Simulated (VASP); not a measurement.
# PrBe3Si (Pmma) in VASP: single point with PBE

Aim: the single point of PrBe3Si with PBE.

All numbers are computed with VASP 6.6.1; they aren't measurements. Logs are shortened: lines on timing, memory, paths and dates and some standing lists are left out, and cuts for length are marked.

**1. The cell of the first run**

Symmetry: Pmma, No. 51, orthorhombic system. The conventional cell has a = 8.409 Å, b = 5.213 Å, c = 3.832 Å, α = 90.00°, β = 90.00°, γ = 90.00°. Within 3.4 Å of Pr (site symmetry 2/m) lie 10 Be at 2.61 to 3.10 Å and 4 Si at 3.35 Å. Within 2.8 Å of Be (site symmetry 2/m) lie 2 Si at 2.10 Å and 2 Pr at 2.61 Å. Within 3.2 Å of Be (site symmetry m) lie 2 Si at 2.37 to 2.38 Å and 6 Be at 2.41 to 3.18 Å and 4 Pr at 3.08 to 3.10 Å. Within 2.8 Å of Si (site symmetry mm2) lie 6 Be at 2.10 to 2.38 Å.

The cell was generated, and may not be a known phase.

**2. Single point, PBE**

The input, INCAR:

```
SYSTEM = PrBe3Si
  PREC = Accurate
  ENCUT = 600
  EDIFF = 1E-6
  ISMEAR = 0
  SIGMA = 0.2
  LREAL = .False.
  LASPH = .True.
  NELM = 200
  ALGO = Normal
  ISIF = 2
  LWAVE = .False.
  LCHARG = .False.
  GGA = PE
  NBANDS = 32
  GGA_COMPAT = .False.
  LMAXMIX = 6
```

The input, KPOINTS:

```
regular mesh
0
Gamma
  3 3 4
  0 0 0
```

The input, POSCAR:

```
PrBe3Si
1.0
    8.4085252123      0.0000000000      0.0000000000
    0.0000000000      5.2131640583      0.0000000000
    0.0000000000      0.0000000000      3.8318762941
Pr Be Si
2 6 2
Direct
    0.0000000000      0.0000000000      0.5000000000
    0.5000000000      0.0000000000      0.5000000000
    0.0000000000      0.5000000000      0.5000000000
    0.5000000000      0.5000000000      0.5000000000
    0.2500000000      0.7687929254     -0.0033454496
    0.2500000000      0.2312070746     -0.0033454496
    0.7500000000      0.7687929254      1.0033454496
    0.7500000000      0.2312070746      1.0033454496
    0.2500000000      0.5000000000      0.4957355415
    0.7500000000      0.5000000000      0.5042644585
```

Potentials or basis: VASP PAW PBE potentials, release 64 (Pr_3, Be, Si), 4f in core.

Run with:

```console
cat potpaw_PBE.64/Pr_3/POTCAR potpaw_PBE.64/Be/POTCAR potpaw_PBE.64/Si/POTCAR > POTCAR
mpirun -np 1 vasp_std > vasp.out
```

OUTCAR:

```text
SYSTEM = PrBe3Si
   PREC = Accurate
   ENCUT = 600
   EDIFF = 1E-6
   ISMEAR = 0
   LREAL = .False.
   LASPH = .True.
   NELM = 200
   ISIF = 2
   GGA = PE

 ion  position               nearest neighbor table
   1  0.000  0.000  0.500-   3 2.61   3 2.61   6 3.08   7 3.08   8 3.08   5 3.08   7 3.10   5 3.10
                             6 3.10   8 3.10  10 3.35   9 3.35   9 3.35  10 3.35
   2  0.500  0.000  0.500-   4 2.61   4 2.61   6 3.08   7 3.08   8 3.08   5 3.08   7 3.10   5 3.10
                             6 3.10   8 3.10  10 3.35   9 3.35   9 3.35  10 3.35
   3  0.000  0.500  0.500-   9 2.10  10 2.10   1 2.61   1 2.61
   4  0.500  0.500  0.500-   9 2.10  10 2.10   2 2.61   2 2.61
   5  0.250  0.769  0.997-   9 2.37   9 2.38   1 3.08   2 3.08   1 3.10   2 3.10
   6  0.250  0.231  0.997-   9 2.37   9 2.38   1 3.08   2 3.08   1 3.10   2 3.10
   7  0.750  0.769  0.003-  10 2.37  10 2.38   2 3.08   1 3.08   1 3.10   2 3.10
   8  0.750  0.231  0.003-  10 2.37  10 2.38   2 3.08   1 3.08   1 3.10   2 3.10
   9  0.250  0.500  0.496-   3 2.10   4 2.10   5 2.37   6 2.37   5 2.38   6 2.38   1 3.35   2 3.35
                             1 3.35   2 3.35
  10  0.750  0.500  0.504-   3 2.10   4 2.10   7 2.37   8 2.37   7 2.38   8 2.38   1 3.35   2 3.35
                             1 3.35   2 3.35

  LATTYP: Found a simple orthorhombic cell.
 ALAT       =     3.8318762941
 B/A-ratio  =     1.3604729532
 C/A-ratio  =     2.1943623872

  Lattice vectors:

 A1 = (   0.0000000000,   0.0000000000,  -3.8318762941)
 A2 = (   0.0000000000,   5.2131640583,   0.0000000000)
 A3 = (   8.4085252123,   0.0000000000,   0.0000000000)

Analysis of symmetry for initial positions (statically):
=====================================================================
 Subroutine PRICEL returns:
 Original cell was already a primitive cell.

 Routine SETGRP: Setting up the symmetry group for a
 simple orthorhombic supercell.

 Subroutine GETGRP returns: Found  8 space group operations
 (whereof  4 operations were pure point group operations)
 out of a pool of  8 trial point group operations.

The static configuration has the point symmetry C_2h.
 The point group associated with its full space group is D_2h.

Analysis of symmetry for dynamics (positions and initial velocities):
=====================================================================
 Subroutine PRICEL returns:
 Original cell was already a primitive cell.

 Routine SETGRP: Setting up the symmetry group for a
 simple orthorhombic supercell.

 Subroutine GETGRP returns: Found  8 space group operations
 (whereof  4 operations were pure point group operations)
 out of a pool of  8 trial point group operations.

The dynamic configuration has the point symmetry C_2h.
 The point group associated with its full space group is D_2h.

 Subroutine INISYM returns: Found  8 space group operations
 (whereof  4 operations are pure point group operations),
 and found     1 'primitive' translations

----------------------------------------------------------------------------------------

                                     Primitive cell

  volume of cell :     167.9704

  direct lattice vectors                    reciprocal lattice vectors
     8.408525212  0.000000000  0.000000000     0.118926919  0.000000000  0.000000000
     0.000000000  5.213164058  0.000000000     0.000000000  0.191822085  0.000000000
     0.000000000  0.000000000  3.831876294     0.000000000  0.000000000  0.260968759

  length of vectors
     8.408525212  5.213164058  3.831876294     0.118926919  0.191822085  0.260968759

  position of ions in fractional coordinates (direct lattice)
     0.000000000  0.000000000  0.500000000
     0.500000000  0.000000000  0.500000000
     0.000000000  0.500000000  0.500000000
     0.500000000  0.500000000  0.500000000
     0.250000000  0.768792925  0.996654550
     0.250000000  0.231207075  0.996654550
     0.750000000  0.768792925  0.003345450
     0.750000000  0.231207075  0.003345450
     0.250000000  0.500000000  0.495735541
     0.750000000  0.500000000  0.504264459

  ion indices of the primitive-cell ions
   primitive index   ion index
                 1           1
                 2           2
                 3           3
                 4           4
                 5           5
                 6           6
                 7           7
                 8           8
                 9           9
                10          10

----------------------------------------------------------------------------------------

 KPOINTS: regular mesh

Automatic generation of k-mesh.
 Grid dimensions read from file:
 generate k-points for:    3    3    4

 Generating k-lattice:

  Cartesian coordinates                     Fractional coordinates (reciprocal lattice)
     0.039642306  0.000000000  0.000000000     0.333333333  0.000000000  0.000000000
     0.000000000  0.063940695  0.000000000     0.000000000  0.333333333  0.000000000
     0.000000000  0.000000000  0.065242190     0.000000000  0.000000000  0.250000000

  Length of vectors
     0.039642306  0.063940695  0.065242190

  Shift w.r.t. Gamma in fractional coordinates (k-lattice)
     0.000000000  0.000000000  0.000000000

 Subroutine IBZKPT returns following result:
 ===========================================

 Found     12 irreducible k-points:

 Following reciprocal coordinates:
            Coordinates               Weight
  0.000000  0.000000  0.000000      1.000000
  0.333333  0.000000  0.000000      2.000000
  0.000000  0.333333  0.000000      2.000000
  0.333333  0.333333  0.000000      4.000000
  0.000000  0.000000  0.250000      2.000000
  0.333333  0.000000  0.250000      4.000000
  0.000000  0.333333  0.250000      4.000000
  0.333333  0.333333  0.250000      8.000000
  0.000000  0.000000  0.500000      1.000000
  0.333333  0.000000  0.500000      2.000000
  0.000000  0.333333  0.500000      2.000000
  0.333333  0.333333  0.500000      4.000000
   k-points           NKPTS =     12   k-points in BZ     NKDIM =     12   number of bands    NBANDS=     32
   number of dos      NEDOS =    301   number of ions     NIONS =     10
   total plane-waves  NPLWV =  94080
   dimension x,y,z NGX =    70 NGY =   42 NGZ =   32
   dimension x,y,z NGXF=   140 NGYF=   84 NGZF=   64
   ions per type =               2   6   2
   NGX,Y,Z   is equivalent  to a cutoff of  13.84, 13.39, 13.88 a.u.
   NGXF,Y,Z  is equivalent  to a cutoff of  27.68, 26.79, 27.77 a.u.
 SYSTEM =  PrBe3Si
   PREC   = accura    normal or accurate (medium, high low for compatibility)
   ISTART =      0    job   : 0-new  1-cont  2-samecut
   ICHARG =      2    charge: 1-file 2-atom 10-const
   ISPIN  =      1    spin polarized calculation?
   LNONCOLLINEAR =      F non collinear calculations
   LSORBIT =      F    spin-orbit coupling
   LASPH  =      T    aspherical Exc in radial PAW
   ENCUT  =  600.0 eV  44.10 Ry    6.64 a.u.  16.79 10.41  7.65*2*pi/ulx,y,z
   NELM   =    200;   NELMIN=  2; NELMDL= -5     # of ELM steps
   EDIFF  = 0.1E-05   stopping-criterion for ELM
   LREAL  =      F    real-space projection
   EDIFFG = 0.1E-04   stopping-criterion for IOM
   NSW    =      0    number of steps for IOM
   IBRION =     -1    ionic relax: 0-MD 1-quasi-New 2-CG
   NFREE  =      0    steps in history (QN), initial steepest desc. (CG)
   ISIF   =      2    stress and relaxation
   ISYM   =      2    0-nonsym 1-usesym 2-fastsym
   POTIM  = 0.5000    time-step for ionic-motion
   TEBEG  =    0.0;   TEEND  =   0.0 temperature during run
   PSTRESS=    0.0 pullay stress
   NELECT =      42.0000    total number of electrons
   NUPDOWN=      -1.0000    fix difference up-down
   EMIN   =  10.00;   EMAX   =-10.00  energy-range for DOS
   EFERMI =   0.00;   METHOD = LEGACY
   ISMEAR =     0;   SIGMA  =   0.20  broadening in eV -4-tet -1-fermi 0-gaus
   EFERMI_NEDOS =   21; number of points for ismear=-14 and -15
   IALGO  =     38    algorithm
   IMIX   =      4    mixing-type and parameters
     AMIX     =   0.40;   BMIX     =  1.00
     AMIX_MAG =   1.60;   BMIX_MAG =  1.00
  volume/ion in A,a.u.               =      16.80       113.35
  Fermi-wavevector in a.u.,A,eV,Ry     =   1.031368  1.949003 14.472791  1.063720
  Thomas-Fermi vector in A             =   2.165513
   LORBIT       =      0    0 simple, 1 ext, 2 COOP (PROOUT), +10 PAW based schemes
   GGA     = PE    functional components
   LHFCALC =     F    Hartree Fock is set to
   AEXX    =    0.0000 exact exchange contribution
   IVDW    =     0    specifies the selected vdW correction
   LEPSILON=     F    determine dielectric tensor
   LRPA    =     F    only Hartree local field effects (RPA)
 non-spin polarized calculation
 Gauss-broadening in eV      SIGMA  =   0.20
  energy-cutoff  :      600.00
  volume of cell :      167.97
 maximum number of plane-waves:      5639
 NGX is ok and might be reduce to    70
   NGX = 33   NGY = 21   NGZ = 15

 number of electron      42.0000000 magnetization

 Free energy of the ion-electron system (eV)
  ---------------------------------------------------
  ext. energy  EPLUGINS =         0.00000000
  ---------------------------------------------------
  free energy    TOTEN  =       -39.34600332 eV

  energy without entropy =      -39.24636569  energy(sigma->0) =      -39.29618451

 E-fermi :   4.5361     XC(G=0):  -9.7820

 val. band max:        4.4924891677   @ k =   0.3333   0.0000   0.2500
 cond. band min:       4.5461419810   @ k =   0.0000   0.0000   0.2500
 fundamental gap:      0.0536528133
 Fermi energy:         4.5361295208

 k-point     1 :       0.0000    0.0000    0.0000
  band No.  band energies     occupation
      1     -31.1362      2.00000
      2     -31.1255      2.00000
      3     -13.4246      2.00000
      4     -13.3899      2.00000
      5     -13.3505      2.00000
      6     -13.0913      2.00000
[... 24 lines left out ...]
     31       8.0793      0.00000
     32       8.2301      0.00000
[... 354 lines left out ...]
      2     -31.0968      2.00000
      3     -13.4045      2.00000
      4     -13.3851      2.00000
      5     -13.3779      2.00000
      6     -13.3546      2.00000
[... 24 lines left out ...]
     31       9.0697      0.00000
     32       9.1233      0.00000

------------------------ aborting loop because EDIFF is reached ----------------------------------------

  FORCE on cell =-STRESS in cart. coord.  units (eV):
  Direction    XX          YY          ZZ          XY          YZ          ZX
  --------------------------------------------------------------------------------------
  -------------------------------------------------------------------------------------
  Total        0.4767425      0.2888828      0.0074877      0.0000000      0.0000000      0.0000000
  in kB        4.5473857      2.7554941      0.0714208      0.0000000      0.0000000      0.0000000
  external PRESSURE =       2.4581002 kB  Pullay stress =       0.0000000 kB

 VOLUME and BASIS-vectors are now :
 -----------------------------------------------------------------------------
  energy-cutoff  :      600.00
  volume of cell :      167.97
      direct lattice vectors                 reciprocal lattice vectors
     8.408525212  0.000000000  0.000000000     0.118926919  0.000000000  0.000000000
     0.000000000  5.213164058  0.000000000     0.000000000  0.191822085  0.000000000
     0.000000000  0.000000000  3.831876294     0.000000000  0.000000000  0.260968759

 POSITION                                       TOTAL-FORCE (eV/Angst)
 -----------------------------------------------------------------------------------
      0.00000      0.00000      1.91594         0.000000     -0.000000      0.000000
      4.20426      0.00000      1.91594         0.000000     -0.000000      0.000000
      0.00000      2.60658      1.91594         0.000000     -0.000000      0.000000
      4.20426      2.60658      1.91594         0.000000     -0.000000      0.000000
      2.10213      4.00784      3.81906         0.000000     -0.060661      0.010526
      2.10213      1.20532      3.81906         0.000000      0.060661      0.010526
      6.30639      4.00784      0.01282        -0.000000     -0.060661     -0.010526
      6.30639      1.20532      0.01282         0.000000      0.060661     -0.010526
      2.10213      2.60658      1.89960         0.000000      0.000000      0.016061
      6.30639      2.60658      1.93228        -0.000000     -0.000000     -0.016061
 -----------------------------------------------------------------------------------
    total drift:                                0.000000     -0.000000      0.000000

  FREE ENERGIE OF THE ION-ELECTRON SYSTEM (eV)
  ---------------------------------------------------
  free  energy   TOTEN  =       -39.3460033214 eV

  energy  without entropy=      -39.2463656905  energy(sigma->0) =      -39.29618451
```

Wall time 47 s (1 thread of Intel Xeon 6975P-C (Granite Rapids), shared host); peak memory 0.32 GiB.

What came out:

| Quantity | Value |
| --- | --- |
| Free energy | -39.3460 eV |
| Pressure | 0.2 GPa |
| Largest force | 0.062 eV/Å |
| Band gap on the k mesh | zero (bands 21 and 22 overlap by 1.19 eV) |

Forces on the atoms (eV/Å):
```
Pr   0.000  0.000  0.000
Pr   0.000  0.000  0.000
Be   0.000  0.000  0.000
Be   0.000  0.000  0.000
Be   0.000 -0.061  0.011
Be   0.000  0.061  0.011
Be   0.000 -0.061 -0.011
Be   0.000  0.061 -0.011
Si   0.000  0.000  0.016
Si   0.000  0.000 -0.016
```

Caveat: the k points lie up to 0.41 Å⁻¹ apart, too coarse for converged energies and pressures of a metal; spin-orbit coupling is left out, which moves the levels of the heavy elements; the 4f electrons are frozen in the core, so they carry no moment and show no levels.

The gap in the log of VASP goes by the Fermi energy; the results here count the filled bands.